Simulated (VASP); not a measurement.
Mg: single point with PBEsol

Crystal: Mg.

```xyz
1
Lattice="3.1335 0.0000 0.0000 -1.5667 2.7136 0.0000 0.0000 0.0000 2.8538" Properties=species:S:1:pos:R:3 pbc="T T T"
Mg    0.0000    0.0000    0.0000
```

This cell differs from its parent crystal: strained.

```json
{
  "Program": "VASP 6.6.1",
  "Task": "single point",
  "Functional": "PBEsol",
  "Potentials or basis": "VASP PAW PBE potentials, release 64 (Mg)",
  "Cutoff": "600 eV",
  "k mesh": "15 × 15 × 14",
  "Occupations": "gaussian, width 0.1 eV",
  "Spin": "no spin polarisation"
}
```

```
Pressure               : 0.8 GPa
Band gap on the k mesh : zero (bands 1 and 2 overlap by 5.48 eV)
```

Stress tensor (GPa, compression positive):
```
-1.61  0.00  0.00
 0.00 -1.61  0.00
 0.00  0.00  5.62
```

Levels at points of the mesh, in eV from the Fermi level:
```csv
k point,band 1,band 2,band 3,band 4
"(0.00, 0.00, 0.00)",-6.71,8.99,10.91,11.69
"(0.00, 0.00, 0.50)",-2.23,-2.15,14.56,14.56
```

Run time: 58 s on 1 thread of Intel Xeon 8259CL, on a shared host, peak memory 0.18 GiB.

Caveat: the cell differs from its parent crystal (strained); the stress differs along the axes, from -2 to 6 GPa; the PAW data sets were made with another functional, which shifts forces and pressure a little.
